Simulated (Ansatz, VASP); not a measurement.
**ZrTi2N3 in VASP and in Ansatz**

Contents of INCAR:

```
SYSTEM = ZrTi2N3
PREC     = Accurate       ! precision mode
ENCUT    = 520            ! plane-wave cutoff, eV
EDIFF    = 1E-7           ! SCF threshold, eV
ISMEAR   = 0              ! smearing method
SIGMA    = 0.2            ! smearing width, eV
LREAL    = .False.        ! projectors in reciprocal space
LASPH    = .True.         ! aspherical terms in the spheres
NELM     = 80             ! most SCF steps
ALGO     = Normal         ! electronic algorithm
ISIF     = 2              ! what is computed and relaxed
LWAVE    = .False.        ! write WAVECAR
LCHARG   = .False.        ! write CHGCAR
GGA      = PE             ! functional
NBANDS   = 63             ! bands
```

The input KPOINTS:

```
Automatic mesh
0
Gamma
  8 4 8
  0 0 0
```

POSCAR

```
ZrTi2N3
1.0
    3.1082178000      0.0000000000      0.0000000000
    0.0000000000     -6.2164356000      0.0000000000
   -1.5541089000      1.5541089000     -6.5715895000
Zr Ti N
2 4 6
Direct
    0.0000000000      0.0000000000      0.0000000000
    0.0000000000      0.5000000000      0.0000000000
    0.3262480000      0.6631240000      0.6524960000
    0.3262480000      0.1631240000      0.6524960000
    0.6737520000      0.8368760000      0.3475040000
    0.6737520000      0.3368760000      0.3475040000
    0.8302090000      0.9151045000      0.6604180000
    0.8302090000      0.4151045000      0.6604180000
    0.1697910000      0.5848955000      0.3395820000
    0.1697910000      0.0848955000      0.3395820000
    0.5000000000      0.7500000000      0.0000000000
    0.5000000000      0.2500000000      0.0000000000
```

Input for Ansatz:

```yaml
crystal:
  lattice:
    - [3.1082178, 0.0, 0.0]
    - [0.0, -6.2164356, 0.0]
    - [-1.5541089, 1.5541089, -6.5715895]
  atoms:
    - { symbol: Zr, position: [0.0, 0.0, 0.0] }
    - { symbol: Zr, position: [0.0, 0.5, 0.0] }
    - { symbol: Ti, position: [0.326248, 0.663124, 0.652496] }
    - { symbol: Ti, position: [0.326248, 0.163124, 0.652496] }
    - { symbol: Ti, position: [0.673752, 0.836876, 0.347504] }
    - { symbol: Ti, position: [0.673752, 0.336876, 0.347504] }
    - { symbol: "N", position: [0.830209, 0.9151045, 0.660418] }
    - { symbol: "N", position: [0.830209, 0.4151045, 0.660418] }
    - { symbol: "N", position: [0.169791, 0.5848955, 0.339582] }
    - { symbol: "N", position: [0.169791, 0.0848955, 0.339582] }
    - { symbol: "N", position: [0.5, 0.75, 0.0] }
    - { symbol: "N", position: [0.5, 0.25, 0.0] }
basis:
  ecutwfc: 420
kpoints:
  mp_grid: { grid: [8, 4, 8] }
hamiltonian:
  xc: pbe
scf:
  occupations: { method: gaussian, width: 0.2 }
  lower_state_search: "off"
output:
  forces: true
  stress: true
  eigenvalues: true
```

Alike in both runs: task single point; functional PBE; k mesh 8 × 4 × 8; occupations gaussian, width 0.2 eV; no spin polarisation.

```csv
,VASP,Ansatz
version,VASP 6.6.1,Ansatz 0.2.0
potentials or method,"VASP PAW PBE potentials, release 64 (Zr_sv, Ti_sv, N), cutoff 520 eV","scalar-relativistic, plane waves, PAW"
valence electrons in the cell,102,102
```

Ansatz gave:

* gap on the k mesh at the Fermi level (eV): none
* pressure (GPa): 0.1
* traceless stress, the component that is largest in VASP (GPa): -0.10
* rms of the force components (eV/Å): 0.010

**Question.** What did VASP give for the same quantities?

**Answer.** gap on the k mesh at the Fermi level (eV): none; pressure (GPa): 0.5; traceless stress, the component that is largest in VASP (GPa): -0.07; rms of the force components (eV/Å): 0.004.

Atom by atom the forces differ by 0.006 eV/Å (rms over components). A gap of «none» marks a metal or a gap that the smearing closes.
